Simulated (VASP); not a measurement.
TeS2: relaxation of cell and atoms with PBE

Crystal: TeS2.

```
Te S
1.0
    -3.09742    3.09742    3.37155
     3.09742   -3.09742    3.37155
     3.09742    3.09742   -3.37155
Te S
2 4
Direct
  0.25000 0.25000 0.00000
  0.75000 0.75000 0.00000
  0.66359 0.16359 0.82719
  0.16359 0.33641 0.50000
  0.33641 0.83641 0.17281
  0.83641 0.66359 0.50000
```

* Program: VASP 6.6.1
* Task: relaxation of cell and atoms
* Functional: PBE
* Potentials or basis: VASP PAW PBE potentials, release 64 (Te, S)
* Cutoff: 600 eV
* k mesh: 8 × 8 × 8
* Occupations: gaussian, width 0.1 eV
* Spin: no spin polarisation
* Dipole correction: no
* Further INCAR settings: ALGO = Normal; EDIFF = 1e-06; IBRION = 2; EDIFFG = -0.01; NSW = 100; ISIF = 3

- Relaxed volume: 21.76 Å³/atom
- Relaxed cell: a = 5.547 Å, b = 5.547 Å, c = 5.547 Å, α = 112.22°, β = 112.22°, γ = 104.10°
- Space group after relaxing (to 0.1 Å): I4/mcm (No. 140)
- Energy gained by relaxing: 9.0 meV/atom
- Ionic steps: 11
- Pressure after relaxing: 0.0 GPa
- Band gap on the k mesh: zero (bands 18 and 19 overlap by 0.70 eV)

The path:
```csv
step,energy change (eV),largest force (eV/Å),pressure (GPa),volume (Å³)
1,0.0000,0.1494,-0.23,129.39
2,-0.0089,0.1463,0.15,128.81
3,-0.0122,0.1398,0.58,128.18
4,-0.0186,0.1366,0.19,128.97
5,-0.0236,0.1277,-0.44,130.34
6,-0.0303,0.1157,-0.39,130.31
7,-0.0456,0.0666,-0.17,130.22
8,-0.0522,0.0256,0.43,130.02
9,-0.0534,0.0031,0.25,130.07
10,-0.0536,0.0023,-0.17,130.96
11,-0.0538,0.0006,0.00,130.57
```

Final structure:
```yaml
crystal:
  lattice:
    - [-3.09313, 3.09313, 3.41169]
    - [3.09313, -3.09313, 3.41169]
    - [3.09313, 3.09313, -3.41169]
  atoms:
    - { symbol: Te, position: [0.25000, 0.25000, 0.00000] }
    - { symbol: Te, position: [0.75000, 0.75000, 0.00000] }
    - { symbol: S, position: [0.67981, 0.17981, 0.85962] }
    - { symbol: S, position: [0.17981, 0.32019, 0.50000] }
    - { symbol: S, position: [0.32019, 0.82019, 0.14038] }
    - { symbol: S, position: [0.82019, 0.67981, 0.50000] }
```

Levels at points of the mesh, in eV from the Fermi level:
```tsv
k point	band 15	band 16	band 17	band 18	band 19	band 20	band 21	band 22
(0.00, 0.00, 0.00)	-0.78	-0.69	-0.14	-0.14	3.07	3.07	3.37	3.47
(0.50, 0.00, 0.00)	-1.66	-1.66	-1.12	-1.12	0.60	0.60	1.76	1.76
(0.50, 0.50, 0.00)	-1.74	-1.49	-1.46	-0.94	-0.43	0.36	1.55	1.72
(0.50, 0.50, 0.50)	-0.66	-0.61	-0.34	-0.34	-0.22	-0.22	-0.05	0.57
```

Run time: 9.6 min on 1 thread of Intel(R) Xeon(R) 6975P-C (Granite Rapids), on a shared host, peak memory 0.47 GiB.

Caveat: spin-orbit coupling is left out, which moves the levels of the heavy elements.
